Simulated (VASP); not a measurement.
# TiO2 (P4_2/mnm) in VASP: a series of runs

The runs below take TiO2 through electric field gradients, with LDA.

Program: VASP 6.6.1. These are calculated values, not measurements. Logs are shortened: lines on timing, memory, paths and dates and some standing lists are left out, and cuts for length are marked.

### 1 The cell of the first run

It takes space group P4_2/mnm (No. 136, tetragonal). The conventional cell has a = 4.594 Å, b = 4.594 Å, c = 2.959 Å, α = 90.00°, β = 90.00°, γ = 90.00°. Ti (site symmetry mmm) has 6 O at 1.94 to 1.99 Å within 2.6 Å. O (site symmetry m2m) has 3 Ti at 1.94 to 1.99 Å and 1 O at 2.52 Å within 2.6 Å.

### 2 Electric field gradients, LDA

INCAR

```
PREC = Accurate ; ENCUT = 520
EDIFF = 1E-8 ; ISMEAR = -1
SIGMA = 0.05 ; LREAL = False
LASPH = True ; NELM = 80
ALGO = Normal ; ISIF = 2
LWAVE = False ; LCHARG = False
LEFG = True ; NBANDS = 33
```

KPOINTS

```
Automatic mesh
0
Gamma
  7 7 10
```

POSCAR

```
TiO2
1.0
    4.5940000000      0.0000000000      0.0000000000
    0.0000000000      4.5940000000      0.0000000000
    0.0000000000      0.0000000000      2.9590000000
Ti O
2 4
Direct
    0.0000000000      0.0000000000      0.0000000000
    0.5000000000      0.5000000000      0.5000000000
    0.3060000000      0.3060000000      0.0000000000
    0.1940000000      0.8060000000      0.5000000000
    0.6940000000      0.6940000000      0.0000000000
    0.8060000000      0.1940000000      0.5000000000
```

Potentials or basis: VASP PAW LDA potentials, release 64 (Ti_sv, O).

On the command line:

```console
$ cat potpaw_LDA.64/Ti_sv/POTCAR potpaw_LDA.64/O/POTCAR > POTCAR
$ mpirun -np 1 vasp_std > vasp.out
```

OUTCAR:

```text
PREC = Accurate
   ENCUT = 520
   EDIFF = 1E-8
   ISMEAR = -1
   LREAL = False
   LASPH = True
   NELM = 80
   ISIF = 2

 ion  position               nearest neighbor table
   1  0.000  0.000  0.000-   4 1.94   6 1.94   4 1.94   6 1.94   5 1.99   3 1.99
   2  0.500  0.500  0.500-   3 1.94   5 1.94   3 1.94   5 1.94   4 1.99   6 1.99
   3  0.306  0.306  0.000-   2 1.94   2 1.94   1 1.99
   4  0.194  0.806  0.500-   1 1.94   1 1.94   2 1.99
   5  0.694  0.694  0.000-   2 1.94   2 1.94   1 1.99
   6  0.806  0.194  0.500-   1 1.94   1 1.94   2 1.99

  LATTYP: Found a simple tetragonal cell.
 ALAT       =     4.5940000000
 C/A-ratio  =     0.6441010013

  Lattice vectors:

 A1 = (   4.5940000000,   0.0000000000,   0.0000000000)
 A2 = (   0.0000000000,   4.5940000000,   0.0000000000)
 A3 = (   0.0000000000,   0.0000000000,   2.9590000000)

Analysis of symmetry for initial positions (statically):
=====================================================================
 Subroutine PRICEL returns:
 Original cell was already a primitive cell.

 Routine SETGRP: Setting up the symmetry group for a
 simple tetragonal supercell.

 Subroutine GETGRP returns: Found 16 space group operations
 (whereof  8 operations were pure point group operations)
 out of a pool of 16 trial point group operations.

The static configuration has the point symmetry D_2h.
 The point group associated with its full space group is D_4h.

Analysis of symmetry for dynamics (positions and initial velocities):
=====================================================================
 Subroutine PRICEL returns:
 Original cell was already a primitive cell.

 Routine SETGRP: Setting up the symmetry group for a
 simple tetragonal supercell.

 Subroutine GETGRP returns: Found 16 space group operations
 (whereof  8 operations were pure point group operations)
 out of a pool of 16 trial point group operations.

The dynamic configuration has the point symmetry D_2h.
 The point group associated with its full space group is D_4h.

 Subroutine INISYM returns: Found 16 space group operations
 (whereof  8 operations are pure point group operations),
 and found     1 'primitive' translations
[... 156 lines left out ...]
 Fermi energy:         5.4186234777

 k-point     1 :       0.0000    0.0000    0.0000
  band No.  band energies     occupation
      1     -51.6255      2.00000
      2     -51.6070      2.00000
      3     -28.3362      2.00000
      4     -28.3362      2.00000
      5     -28.1635      2.00000
      6     -28.1635      2.00000
[... 853 lines left out ...]
     32       9.9741      0.00000
     33      10.8726      0.00000

 [... further k-points ...]

------------------------ aborting loop because EDIFF is reached ----------------------------------------

  FORCE on cell =-STRESS in cart. coord.  units (eV):
  Direction    XX          YY          ZZ          XY          YZ          ZX
  --------------------------------------------------------------------------------------
  -------------------------------------------------------------------------------------
  Total       -2.2631405     -2.2631405     -3.3456958     -0.0000000      0.0000000      0.0000000
  in kB      -58.0624219    -58.0624219    -85.8361227     -0.0000000      0.0000000      0.0000000
  external PRESSURE =     -67.3203222 kB  Pullay stress =       0.0000000 kB

 VOLUME and BASIS-vectors are now :
 -----------------------------------------------------------------------------
  energy-cutoff  :      520.00
  volume of cell :       62.45
      direct lattice vectors                 reciprocal lattice vectors
     4.594000000  0.000000000  0.000000000     0.217675229  0.000000000  0.000000000
     0.000000000  4.594000000  0.000000000     0.000000000  0.217675229  0.000000000
     0.000000000  0.000000000  2.959000000     0.000000000  0.000000000  0.337952011

 POSITION                                       TOTAL-FORCE (eV/Angst)
 -----------------------------------------------------------------------------------
      0.00000      0.00000      0.00000         0.000000      0.000000      0.000000
      2.29700      2.29700      1.47950         0.000000      0.000000      0.000000
      1.40576      1.40576      0.00000        -0.093547     -0.093547     -0.000000
      0.89124      3.70276      1.47950         0.093547     -0.093547     -0.000000
      3.18824      3.18824      0.00000         0.093547      0.093547      0.000000
      3.70276      0.89124      1.47950        -0.093547      0.093547      0.000000
 -----------------------------------------------------------------------------------
    total drift:                               -0.000000      0.000000      0.000000

  FREE ENERGIE OF THE ION-ELECTRON SYSTEM (eV)
  ---------------------------------------------------
  free  energy   TOTEN  =       -58.7374023040 eV

  energy  without entropy=      -58.7374023033  energy(sigma->0) =      -58.73740230

 Electric field gradients (V/A^2)
---------------------------------------------------------------------
 ion       V_xx      V_yy      V_zz      V_xy      V_xz      V_yz
---------------------------------------------------------------------
   1      12.681    12.681   -25.362     7.455    -0.000     0.000
   2      12.681    12.681   -25.362    -7.455    -0.000     0.000
   3       1.513     1.513    -3.025    18.028     0.000     0.000
   4       1.513     1.513    -3.025   -18.028    -0.000     0.000
   5       1.513     1.513    -3.025    18.028    -0.000     0.000
   6       1.513     1.513    -3.025   -18.028     0.000     0.000
---------------------------------------------------------------------

 Electric field gradients after diagonalization (V/A^2)
 (convention: |V_zz| > |V_xx| > |V_yy|)
----------------------------------------------------------------------
 ion       V_xx      V_yy      V_zz     asymmetry (V_yy - V_xx)/ V_zz
----------------------------------------------------------------------
   1      20.135     5.226   -25.362       0.588
   2      20.135     5.226   -25.362       0.588
   3     -16.516    -3.025    19.541       0.690
   4     -16.516    -3.025    19.541       0.690
   5     -16.516    -3.025    19.541       0.690
   6     -16.516    -3.025    19.541       0.690
----------------------------------------------------------------------

           NMR quadrupolar parameters

 Cq : quadrupolar parameter    Cq=e*Q*V_zz/h
 eta: asymmetry parameters     (V_yy - V_xx)/ V_zz
 Q  : nuclear electric quadrupole moment in mb (millibarn)
----------------------------------------------------------------------
 ion       Cq(MHz)       eta       Q (mb)
----------------------------------------------------------------------
   1      -0.061       0.588       1.000
   2      -0.061       0.588       1.000
   3       0.047       0.690       1.000
   4       0.047       0.690       1.000
   5       0.047       0.690       1.000
   6       0.047       0.690       1.000
----------------------------------------------------------------------
```

OSZICAR:

```text
N       E                     dE             d eps       ncg     rms          rms(c)
DAV:   1     0.638089772847E+03    0.63809E+03   -0.24359E+04  3960   0.171E+03
DAV:   2     0.180635783556E+02   -0.62003E+03   -0.57519E+03  4297   0.509E+02
DAV:   3    -0.710536112213E+02   -0.89117E+02   -0.87254E+02  5267   0.186E+02
[... 11 lines left out ...]
DAV:  15    -0.587374018235E+02    0.27652E-04   -0.97616E-05  6024   0.832E-02    0.382E-03
DAV:  16    -0.587374026131E+02   -0.78968E-06   -0.79124E-06  4583   0.200E-02    0.519E-03
DAV:  17    -0.587374023533E+02    0.25988E-06   -0.10567E-06  5568   0.126E-02    0.191E-03
DAV:  18    -0.587374023073E+02    0.45954E-07   -0.31481E-07  5280   0.398E-03    0.624E-04
DAV:  19    -0.587374023040E+02    0.33278E-08   -0.19248E-08  3342   0.149E-03
   1 F= -.58737402E+02 E0= -.58737402E+02  d E =-.735072E-09
```

Wall time 3.6 min (1 thread of Intel Xeon 8259CL, shared host); peak memory 0.22 GiB.

Results:

```yaml
Free_energy: -58.7374 eV
Pressure: -6.7 GPa
Largest_force: 0.132 eV/Å
Band_gap_on_the_k_mesh: 1.82 eV
Largest_electric_field_gradient_by_atom: Ti -25.4; O +19.5 V/Å²
```

Forces on the atoms (eV/Å):
```
Ti   0.000  0.000  0.000
Ti   0.000  0.000  0.000
O   -0.094 -0.094  0.000
O    0.094 -0.094  0.000
O    0.094  0.094  0.000
O   -0.094  0.094  0.000
```

Electric field gradients, principal values (V/Å²):
```
atom   least   middle  greatest (by size)
1 Ti   5.226   20.135             -25.362
2 Ti   5.226   20.135             -25.362
 3 O  -3.025  -16.516              19.541
 4 O  -3.025  -16.516              19.541
 5 O  -3.025  -16.516              19.541
 6 O  -3.025  -16.516              19.541
```

Caveat: the cell stands under tension; without QUAD_EFG the Cq values of the log hold for a quadrupole moment of 1 mb, not for the nuclei. A k mesh can miss the band edges.

### 3 Electric field gradients, LDA

INCAR

```
SYSTEM = TiO2
  PREC = Accurate
  ENCUT = 520
  EDIFF = 1E-8
  ISMEAR = -1
  SIGMA = 0.05
  LREAL = .FALSE.
  LASPH = .TRUE.
  NELM = 60
  ALGO = Normal
  ISIF = 2
  LWAVE = .FALSE.
  LCHARG = .FALSE.
  GGA = CA
  LEFG = .TRUE.
  NBANDS = 33
```

KPOINTS

```
Automatic mesh
0
G
  7 7 10
  0 0 0
```

POSCAR is that of step 2.

Potentials or basis: VASP PAW LDA potentials, release 64 (Ti_sv, O).

On the command line:

```console
$ cat potpaw_LDA.64/Ti_sv/POTCAR potpaw_LDA.64/O/POTCAR > POTCAR
$ mpirun -np 1 vasp_std > vasp.out
```

OUTCAR:

```text
SYSTEM = TiO2
   PREC = Accurate
   ENCUT = 520
   EDIFF = 1E-8
   ISMEAR = -1
   LREAL = .FALSE.
   LASPH = .TRUE.
   NELM = 60
   ISIF = 2
   GGA = CA

 ion  position               nearest neighbor table
   1  0.000  0.000  0.000-   4 1.94   6 1.94   4 1.94   6 1.94   5 1.99   3 1.99
   2  0.500  0.500  0.500-   3 1.94   5 1.94   3 1.94   5 1.94   4 1.99   6 1.99
   3  0.306  0.306  0.000-   2 1.94   2 1.94   1 1.99
   4  0.194  0.806  0.500-   1 1.94   1 1.94   2 1.99
   5  0.694  0.694  0.000-   2 1.94   2 1.94   1 1.99
   6  0.806  0.194  0.500-   1 1.94   1 1.94   2 1.99

  LATTYP: Found a simple tetragonal cell.
 ALAT       =     4.5940000000
 C/A-ratio  =     0.6441010013

  Lattice vectors:

 A1 = (   4.5940000000,   0.0000000000,   0.0000000000)
 A2 = (   0.0000000000,   4.5940000000,   0.0000000000)
 A3 = (   0.0000000000,   0.0000000000,   2.9590000000)

Analysis of symmetry for initial positions (statically):
=====================================================================
 Subroutine PRICEL returns:
 Original cell was already a primitive cell.

 Routine SETGRP: Setting up the symmetry group for a
 simple tetragonal supercell.

 Subroutine GETGRP returns: Found 16 space group operations
 (whereof  8 operations were pure point group operations)
 out of a pool of 16 trial point group operations.

The static configuration has the point symmetry D_2h.
 The point group associated with its full space group is D_4h.

Analysis of symmetry for dynamics (positions and initial velocities):
=====================================================================
 Subroutine PRICEL returns:
 Original cell was already a primitive cell.

[... 1043 lines left out ...]
  Total       -2.2631405     -2.2631405     -3.3456958     -0.0000000      0.0000000      0.0000000
  in kB      -58.0624219    -58.0624219    -85.8361227     -0.0000000      0.0000000      0.0000000
  external PRESSURE =     -67.3203222 kB  Pullay stress =       0.0000000 kB

 VOLUME and BASIS-vectors are now :
 -----------------------------------------------------------------------------
  energy-cutoff  :      520.00
  volume of cell :       62.45
      direct lattice vectors                 reciprocal lattice vectors
     4.594000000  0.000000000  0.000000000     0.217675229  0.000000000  0.000000000
     0.000000000  4.594000000  0.000000000     0.000000000  0.217675229  0.000000000
     0.000000000  0.000000000  2.959000000     0.000000000  0.000000000  0.337952011

 POSITION                                       TOTAL-FORCE (eV/Angst)
 -----------------------------------------------------------------------------------
      0.00000      0.00000      0.00000         0.000000      0.000000      0.000000
      2.29700      2.29700      1.47950         0.000000      0.000000      0.000000
      1.40576      1.40576      0.00000        -0.093547     -0.093547     -0.000000
      0.89124      3.70276      1.47950         0.093547     -0.093547     -0.000000
      3.18824      3.18824      0.00000         0.093547      0.093547      0.000000
      3.70276      0.89124      1.47950        -0.093547      0.093547      0.000000
 -----------------------------------------------------------------------------------
    total drift:                               -0.000000      0.000000      0.000000

  FREE ENERGIE OF THE ION-ELECTRON SYSTEM (eV)
  ---------------------------------------------------
  free  energy   TOTEN  =       -58.7374023040 eV

  energy  without entropy=      -58.7374023033  energy(sigma->0) =      -58.73740230

 Electric field gradients (V/A^2)
---------------------------------------------------------------------
 ion       V_xx      V_yy      V_zz      V_xy      V_xz      V_yz
---------------------------------------------------------------------
   1      12.681    12.681   -25.362     7.455    -0.000     0.000
   2      12.681    12.681   -25.362    -7.455    -0.000     0.000
   3       1.513     1.513    -3.025    18.028     0.000     0.000
   4       1.513     1.513    -3.025   -18.028    -0.000     0.000
   5       1.513     1.513    -3.025    18.028    -0.000     0.000
   6       1.513     1.513    -3.025   -18.028     0.000     0.000
---------------------------------------------------------------------

 Electric field gradients after diagonalization (V/A^2)
 (convention: |V_zz| > |V_xx| > |V_yy|)
----------------------------------------------------------------------
 ion       V_xx      V_yy      V_zz     asymmetry (V_yy - V_xx)/ V_zz
----------------------------------------------------------------------
   1      20.135     5.226   -25.362       0.588
   2      20.135     5.226   -25.362       0.588
   3     -16.516    -3.025    19.541       0.690
   4     -16.516    -3.025    19.541       0.690
   5     -16.516    -3.025    19.541       0.690
   6     -16.516    -3.025    19.541       0.690
----------------------------------------------------------------------

           NMR quadrupolar parameters

 Cq : quadrupolar parameter    Cq=e*Q*V_zz/h
 eta: asymmetry parameters     (V_yy - V_xx)/ V_zz
 Q  : nuclear electric quadrupole moment in mb (millibarn)
----------------------------------------------------------------------
 ion       Cq(MHz)       eta       Q (mb)
----------------------------------------------------------------------
   1      -0.061       0.588       1.000
   2      -0.061       0.588       1.000
   3       0.047       0.690       1.000
   4       0.047       0.690       1.000
   5       0.047       0.690       1.000
   6       0.047       0.690       1.000
----------------------------------------------------------------------
```

It took 3.4 min on 1 thread of Intel Xeon 8259CL, shared host; peak memory 0.22 GiB.

Results:

* Free energy: -58.7374 eV
* Pressure: -6.7 GPa
* Largest force: 0.132 eV/Å
* Band gap on the k mesh: 1.82 eV
* Largest electric field gradient by atom: Ti -25.4; O +19.5 V/Å²

Forces in eV/Å, atoms in the order of the input:
```
Ti   0.000  0.000  0.000
Ti   0.000  0.000  0.000
O   -0.094 -0.094  0.000
O    0.094 -0.094  0.000
O    0.094  0.094  0.000
O   -0.094  0.094  0.000
```

Stress tensor (GPa, compression positive):
```
-5.81  0.00  0.00
 0.00 -5.81  0.00
 0.00  0.00 -8.58
```

Electric field gradients, principal values (V/Å²):
```tsv
atom	least	middle	greatest (by size)
1 Ti	5.226	20.135	-25.362
2 Ti	5.226	20.135	-25.362
3 O	-3.025	-16.516	19.541
4 O	-3.025	-16.516	19.541
5 O	-3.025	-16.516	19.541
6 O	-3.025	-16.516	19.541
```

Caveat: the cell stands under tension; without QUAD_EFG the Cq values of the log hold for a quadrupole moment of 1 mb, not for the nuclei. A k mesh can miss the band edges.

[end of part 1 of 2]
